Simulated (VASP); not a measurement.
# Te2Mo (Fm-3m) in VASP: notebook

Aim: see how the results for Te2Mo move with the level of theory and the settings. Levels: PBE-based screened hybrid with 35 % exact exchange, PBE-based screened hybrid with 50 % exact exchange. Tasks: single point.

All numbers are computed with VASP 6.6.1; they aren't measurements. Logs are shortened: lines on timing, memory, paths and dates and some standing lists are left out, and cuts for length are marked.

**1. The cell of the first run**

Symmetry: Fm-3m, No. 225, cubic system. The conventional cell has a = 6.630 Å, b = 6.630 Å, c = 6.630 Å, α = 90.00°, β = 90.00°, γ = 90.00°. Within 3.8 Å of Mo (site symmetry m-3m) lie 8 Te at 2.87 Å. Within 3.8 Å of Te (site symmetry -43m) lie 4 Mo at 2.87 Å and 6 Te at 3.31 Å.

**2. Single point, PBE-based screened hybrid with 35 % exact exchange**

Input file POSCAR:

```
Te2Mo
1.0
    0.0000000000      3.3148317929      3.3148317929
    3.3148317929      0.0000000000      3.3148317929
    3.3148317929      3.3148317929      0.0000000000
Mo Te
1 2
Direct
    0.0000000000      0.0000000000      0.0000000000
    0.2500000000      0.2500000000      0.2500000000
    0.7500000000      0.7500000000      0.7500000000
```

Input file INCAR.step1:

```
PREC = Accurate
ENCUT = 400
EDIFF = 1E-5
ISMEAR = -1
SIGMA = 0.02
LREAL = F
LASPH = T
NELM = 120
ALGO = Normal
ISIF = 2
LWAVE = T
LCHARG = F
NBANDS = 20
GGA = PE
GGA_COMPAT = F
```

Input file INCAR.step2:

```
PREC = Accurate
ENCUT = 400
EDIFF = 1E-6
ISMEAR = -1
SIGMA = 0.02
LREAL = F
LASPH = T
NELM = 120
ALGO = Normal
ISIF = 2
LWAVE = F
LCHARG = F
GGA = PE
LHFCALC = T
AEXX = 0.35
HFSCREEN = 0.2078
PRECFOCK = Normal
NBANDS = 20
ISTART = 1
GGA_COMPAT = F
```

Input file KPOINTS:

```
Automatic mesh
0
Gamma
  4 4 4
```

Potentials or basis: VASP PAW PBE potentials, release 64 (Mo_sv, Te).

Started as:

```console
> cat potpaw_PBE.64/Mo_sv/POTCAR potpaw_PBE.64/Te/POTCAR > POTCAR
> cp INCAR.step1 INCAR
> mpirun -np 1 vasp_std > vasp.out
> cp INCAR.step2 INCAR
> mpirun -np 1 vasp_std > vasp.out
```

OUTCAR:

```text
PREC = Accurate
   ENCUT = 400
   EDIFF = 1E-6
   ISMEAR = -1
   LREAL = F
   LASPH = T
   NELM = 120
   ISIF = 2
   GGA = PE
   LHFCALC = T
   AEXX = 0.35
   HFSCREEN = 0.2078
   PRECFOCK = Normal
   ISTART = 1

 ion  position               nearest neighbor table
   1  0.000  0.000  0.000-   2 2.87   3 2.87   3 2.87   3 2.87   3 2.87   2 2.87   2 2.87   2 2.87

   2  0.250  0.250  0.250-   1 2.87   1 2.87   1 2.87   1 2.87   3 3.31   3 3.31   3 3.31   3 3.31
                             3 3.31   3 3.31
   3  0.750  0.750  0.750-   1 2.87   1 2.87   1 2.87   1 2.87   2 3.31   2 3.31   2 3.31   2 3.31
                             2 3.31   2 3.31

  LATTYP: Found a face centered cubic cell.
 ALAT       =     6.6296635858

  Lattice vectors:

 A1 = (   0.0000000000,   3.3148317929,   3.3148317929)
 A2 = (   3.3148317929,   0.0000000000,   3.3148317929)
 A3 = (   3.3148317929,   3.3148317929,   0.0000000000)

Analysis of symmetry for initial positions (statically):
=====================================================================
 Subroutine PRICEL returns:
 Original cell was already a primitive cell.

 Routine SETGRP: Setting up the symmetry group for a
 face centered cubic supercell.

 Subroutine GETGRP returns: Found 48 space group operations
 (whereof 48 operations were pure point group operations)
 out of a pool of 48 trial point group operations.

The static configuration has the point symmetry O_h .

Analysis of symmetry for dynamics (positions and initial velocities):
=====================================================================
 Subroutine PRICEL returns:
 Original cell was already a primitive cell.

 Routine SETGRP: Setting up the symmetry group for a
 face centered cubic supercell.

 Subroutine GETGRP returns: Found 48 space group operations
 (whereof 48 operations were pure point group operations)
 out of a pool of 48 trial point group operations.

The dynamic configuration has the point symmetry O_h .

 Subroutine INISYM returns: Found 48 space group operations
 (whereof 48 operations are pure point group operations),
 and found     1 'primitive' translations

----------------------------------------------------------------------------------------

                                     Primitive cell

  volume of cell :      72.8475

  direct lattice vectors                    reciprocal lattice vectors
     0.000000000  3.314831793  3.314831793    -0.150837216  0.150837216  0.150837216
     3.314831793  0.000000000  3.314831793     0.150837216 -0.150837216  0.150837216
     3.314831793  3.314831793  0.000000000     0.150837216  0.150837216 -0.150837216

  length of vectors
     4.687880079  4.687880079  4.687880079     0.261257722  0.261257722  0.261257722

  position of ions in fractional coordinates (direct lattice)
     0.000000000  0.000000000  0.000000000
     0.250000000  0.250000000  0.250000000
     0.750000000  0.750000000  0.750000000

  ion indices of the primitive-cell ions
   primitive index   ion index
                 1           1
                 2           2
                 3           3

----------------------------------------------------------------------------------------

 KPOINTS: Automatic mesh

Automatic generation of k-mesh.
 Grid dimensions read from file:
 generate k-points for:    4    4    4

 Generating k-lattice:

  Cartesian coordinates                     Fractional coordinates (reciprocal lattice)
    -0.037709304  0.037709304  0.037709304     0.250000000  0.000000000  0.000000000
     0.037709304 -0.037709304  0.037709304     0.000000000  0.250000000  0.000000000
     0.037709304  0.037709304 -0.037709304     0.000000000  0.000000000  0.250000000

  Length of vectors
     0.065314431  0.065314431  0.065314431

  Shift w.r.t. Gamma in fractional coordinates (k-lattice)
     0.000000000  0.000000000  0.000000000

 Subroutine IBZKPT returns following result:
 ===========================================

 Found      8 irreducible k-points:

 Following reciprocal coordinates:
            Coordinates               Weight
  0.000000  0.000000  0.000000      1.000000
  0.250000  0.000000  0.000000      8.000000
  0.500000  0.000000  0.000000      4.000000
  0.250000  0.250000  0.000000      6.000000
  0.500000  0.250000  0.000000     24.000000
 -0.250000  0.250000  0.000000     12.000000
  0.500000  0.500000  0.000000      3.000000
 -0.250000  0.500000  0.250000      6.000000
   k-points           NKPTS =      8   k-points in BZ     NKDIM =     64   number of bands    NBANDS=     20
   number of dos      NEDOS =    301   number of ions     NIONS =      3
   total plane-waves  NPLWV =  32768
   dimension x,y,z NGX =    32 NGY =   32 NGZ =   32
   dimension x,y,z NGXF=    64 NGYF=   64 NGZF=   64
   ions per type =               1   2
   NGX,Y,Z   is equivalent  to a cutoff of  11.35, 11.35, 11.35 a.u.
   NGXF,Y,Z  is equivalent  to a cutoff of  22.70, 22.70, 22.70 a.u.
 SYSTEM =  unknown system
   PREC   = accura    normal or accurate (medium, high low for compatibility)
   ISTART =      1    job   : 0-new  1-cont  2-samecut
   ICHARG =      0    charge: 1-file 2-atom 10-const
   ISPIN  =      1    spin polarized calculation?
   LNONCOLLINEAR =      F non collinear calculations
   LSORBIT =      F    spin-orbit coupling
   LASPH  =      T    aspherical Exc in radial PAW
   ENCUT  =  400.0 eV  29.40 Ry    5.42 a.u.   7.64  7.64  7.64*2*pi/ulx,y,z
   NELM   =    120;   NELMIN=  2; NELMDL=  0     # of ELM steps
   EDIFF  = 0.1E-05   stopping-criterion for ELM
   LREAL  =      F    real-space projection
   EDIFFG = 0.1E-04   stopping-criterion for IOM
   NSW    =      0    number of steps for IOM
   IBRION =     -1    ionic relax: 0-MD 1-quasi-New 2-CG
   NFREE  =      0    steps in history (QN), initial steepest desc. (CG)
   ISIF   =      2    stress and relaxation
   ISYM   =      3    0-nonsym 1-usesym 2-fastsym
   POTIM  = 0.5000    time-step for ionic-motion
   TEBEG  =    0.0;   TEEND  =   0.0 temperature during run
   PSTRESS=    0.0 pullay stress
   NELECT =      26.0000    total number of electrons
   NUPDOWN=      -1.0000    fix difference up-down
   EMIN   =  10.00;   EMAX   =-10.00  energy-range for DOS
   EFERMI =   0.00;   METHOD = LEGACY
   ISMEAR =    -1;   SIGMA  =   0.02  broadening in eV -4-tet -1-fermi 0-gaus
   EFERMI_NEDOS =   21; number of points for ismear=-14 and -15
   IALGO  =     38    algorithm
   IMIX   =      1    mixing-type and parameters
     AMIX     =   0.40;   BMIX     =  1.00
     AMIX_MAG =   1.60;   BMIX_MAG =  1.00
  volume/ion in A,a.u.               =      24.28       163.87
  Fermi-wavevector in a.u.,A,eV,Ry     =   1.161256  2.194455 18.347652  1.348514
  Thomas-Fermi vector in A             =   2.297829
   LORBIT       =      0    0 simple, 1 ext, 2 COOP (PROOUT), +10 PAW based schemes
   GGA     = PE    functional components
   LHFCALC =     T    Hartree Fock is set to
   PRECFOCK=normal    Normal, Fast or Accurate (Low or Medium for compatibility)
   ENCUT4O =  -1.0   cutoff for four orbital integrals eV
   NKREDX  =     1    reduce k-point grid by
   NKREDY  =     1    reduce k-point grid by
   NKREDZ  =     1    reduce k-point grid by
   AEXX    =    0.3500 exact exchange contribution
   HFSCREEN=    0.2078 screening length (either q_TF or 0.3 A-1)
   HFSCREENC=   0.2078 screening length for correlation (either q_TF or 0.3 A-1)
   ENCUTFOCK=  -1.0 apply spherical cutoff to Coloumb kernel
   IVDW    =     0    specifies the selected vdW correction
   LEPSILON=     F    determine dielectric tensor
   LRPA    =     F    only Hartree local field effects (RPA)
 non-spin polarized calculation
  energy-cutoff  :      400.00
  volume of cell :       72.85
 maximum number of plane-waves:      1363
 NGX is ok and might be reduce to    32
  NGX = 24; NGY = 24; NGZ = 24

 number of electron      26.0000001 magnetization

 Free energy of the ion-electron system (eV)
  ---------------------------------------------------
  ext. energy  EPLUGINS =         0.00000000
  ---------------------------------------------------
  free energy    TOTEN  =       -21.33932507 eV

  energy without entropy =      -21.33076385  energy(sigma->0) =      -21.33504446

 E-fermi :   8.3618     XC(G=0):  -8.0413

 val. band max:        8.2486706311   @ k =   0.2500   0.2500   0.0000
 cond. band min:       8.3836888150   @ k =   0.5000   0.2500   0.0000
 fundamental gap:      0.1350181839
 Fermi energy:         8.3618249287

 k-point     1 :       0.0000    0.0000    0.0000
  band No.  band energies     occupation
      1     -57.7308      2.00000
      2     -29.8869      2.00000
      3     -29.8869      2.00000
      4     -29.8869      2.00000
      5      -7.1605      2.00000
      6      -1.7700      2.00000
[... 12 lines left out ...]
     19      12.7560      0.00000
     20      12.7560      0.00000

 k-point     2 :       0.2500    0.0000    0.0000
  band No.  band energies     occupation
      1     -57.7310      2.00000
      2     -29.8897      2.00000
      3     -29.8881      2.00000
      4     -29.8881      2.00000
      5      -6.5488      2.00000
      6      -3.0957      2.00000
[... 12 lines left out ...]
     19      14.7195      0.00000
     20      14.7195      0.00000

 k-point     3 :       0.5000    0.0000    0.0000
  band No.  band energies     occupation
      1     -57.7311      2.00000
      2     -29.8927      2.00000
      3     -29.8895      2.00000
      4     -29.8895      2.00000
      5      -5.2099      2.00000
      6      -4.7715      2.00000
[... 12 lines left out ...]
     19      16.7462      0.00000
     20      16.8734      0.00000

 k-point     4 :       0.2500    0.2500    0.0000
  band No.  band energies     occupation
      1     -57.7310      2.00000
      2     -29.8906      2.00000
      3     -29.8882      2.00000
      4     -29.8882      2.00000
      5      -6.3612      2.00000
      6      -3.1634      2.00000
[... 12 lines left out ...]
     19      16.1514      0.00000
     20      16.6404      0.00000

 k-point     5 :       0.5000    0.2500    0.0000
  band No.  band energies     occupation
      1     -57.7312      2.00000
      2     -29.8920      2.00000
      3     -29.8903      2.00000
      4     -29.8895      2.00000
      5      -5.2745      2.00000
      6      -4.2806      2.00000
[... 12 lines left out ...]
     19      16.8258      0.00000
     20      17.7017      0.00000

 k-point     6 :      -0.2500    0.2500    0.0000
  band No.  band energies     occupation
      1     -57.7311      2.00000
      2     -29.8911      2.00000
      3     -29.8900      2.00000
      4     -29.8895      2.00000
      5      -5.6641      2.00000
      6      -4.0406      2.00000
[... 12 lines left out ...]
     19      15.7062      0.00000
     20      16.1701      0.00000

 k-point     7 :       0.5000    0.5000    0.0000
  band No.  band energies     occupation
      1     -57.7313      2.00000
      2     -29.8929      2.00000
      3     -29.8895      2.00000
      4     -29.8895      2.00000
      5      -5.1473      2.00000
      6      -3.9798      2.00000
[... 12 lines left out ...]
     19      15.7545      0.00000
     20      16.8279      0.00000

 k-point     8 :      -0.2500    0.5000    0.2500
  band No.  band energies     occupation
      1     -57.7313      2.00000
      2     -29.8914      2.00000
      3     -29.8914      2.00000
      4     -29.8901      2.00000
      5      -4.6499      2.00000
      6      -4.6499      2.00000
[... 12 lines left out ...]
     19      14.4835      0.00000
     20      17.1787      0.00000

------------------------ aborting loop because EDIFF is reached ----------------------------------------

  FORCE on cell =-STRESS in cart. coord.  units (eV):
  Direction    XX          YY          ZZ          XY          YZ          ZX
  --------------------------------------------------------------------------------------
  -------------------------------------------------------------------------------------
  Total       -1.8868630     -1.8868630     -1.8868630      0.0000000     -0.0000000      0.0000000
  in kB      -41.4988897    -41.4988897    -41.4988897      0.0000000     -0.0000000      0.0000000
  external PRESSURE =     -41.4988897 kB  Pullay stress =       0.0000000 kB

 VOLUME and BASIS-vectors are now :
 -----------------------------------------------------------------------------
  energy-cutoff  :      400.00
  volume of cell :       72.85
      direct lattice vectors                 reciprocal lattice vectors
     0.000000000  3.314831793  3.314831793    -0.150837216  0.150837216  0.150837216
     3.314831793  0.000000000  3.314831793     0.150837216 -0.150837216  0.150837216
     3.314831793  3.314831793  0.000000000     0.150837216  0.150837216 -0.150837216

 POSITION                                       TOTAL-FORCE (eV/Angst)
 -----------------------------------------------------------------------------------
      0.00000      0.00000      0.00000        -0.000000     -0.000000      0.000000
      1.65742      1.65742      1.65742        -0.000000      0.000000      0.000000
      4.97225      4.97225      4.97225         0.000000     -0.000000     -0.000000
 -----------------------------------------------------------------------------------
    total drift:                               -0.000000     -0.000001     -0.000001

  FREE ENERGIE OF THE ION-ELECTRON SYSTEM (eV)
  ---------------------------------------------------
  free  energy   TOTEN  =       -21.3393250691 eV

  energy  without entropy=      -21.3307638545  energy(sigma->0) =      -21.33504446
```

Run time: 21 min. Hardware: 1 thread of Intel Xeon Platinum 8488C (Sapphire Rapids), shared host; peak memory 0.29 GiB.

What came out:

- Free energy: -21.3393 eV
- Pressure: -4.1 GPa
- Band gap on the k mesh: zero (bands 13 and 14 overlap by 0.87 eV)

Caveat: the k points lie up to 0.41 Å⁻¹ apart, too coarse for converged energies and pressures of a metal; the PAW data sets were made with another functional, which shifts forces and pressure a little; spin-orbit coupling is left out, which moves the levels of the heavy elements.

**3. Single point, PBE-based screened hybrid with 50 % exact exchange**

POSCAR is that of step 2.

Input file INCAR.step1:

```
ALGO = Normal
EDIFF = 1E-5
ENCUT = 400
GGA = PE
GGA_COMPAT = F
ISIF = 2
ISMEAR = -1
LASPH = T
LCHARG = F
LREAL = F
LWAVE = T
NBANDS = 20
NELM = 120
PREC = Accurate
SIGMA = 0.02
```

Input file INCAR.step2:

```
AEXX = 0.5
ALGO = Normal
EDIFF = 1E-6
ENCUT = 400
GGA = PE
GGA_COMPAT = F
HFSCREEN = 0.3
ISIF = 2
ISMEAR = -1
ISTART = 1
LASPH = T
LCHARG = F
LHFCALC = T
LREAL = F
LWAVE = F
NBANDS = 20
NELM = 120
PREC = Accurate
PRECFOCK = Normal
SIGMA = 0.02
```

Input file KPOINTS:

```
k-points
0
Gamma
  4 4 4
```

Potentials or basis: VASP PAW PBE potentials, release 64 (Mo_sv, Te).

Started as:

```console
> cat potpaw_PBE.64/Mo_sv/POTCAR potpaw_PBE.64/Te/POTCAR > POTCAR
> cp INCAR.step1 INCAR
> mpirun -np 1 vasp_std > vasp.out
> cp INCAR.step2 INCAR
> mpirun -np 1 vasp_std > vasp.out
```

Wall time 22 min (1 thread of Intel Xeon Platinum 8488C (Sapphire Rapids), shared host); peak memory 0.29 GiB.

It converged, with:

* Free energy: -22.3861 eV
* Pressure: -6.3 GPa
* Band gap on the k mesh: zero (bands 13 and 14 overlap by 0.83 eV)

Levels at points of the mesh, in eV from the Fermi level:
```csv
k point,band 10,band 11,band 12,band 13,band 14,band 15,band 16,band 17
"(0.00, 0.00, 0.00)",-1.02,-1.02,0.36,0.36,0.36,4.35,4.35,4.35
"(0.50, 0.00, 0.00)",-2.95,-2.95,-2.44,-0.47,-0.47,2.51,4.54,4.54
"(0.50, 0.50, 0.00)",-1.69,-1.69,-1.00,-0.37,2.55,3.04,4.93,5.20
```

Caveat: the k points lie up to 0.41 Å⁻¹ apart, too coarse for converged energies and pressures of a metal; the PAW data sets were made with another functional, which shifts forces and pressure a little; spin-orbit coupling is left out, which moves the levels of the heavy elements.
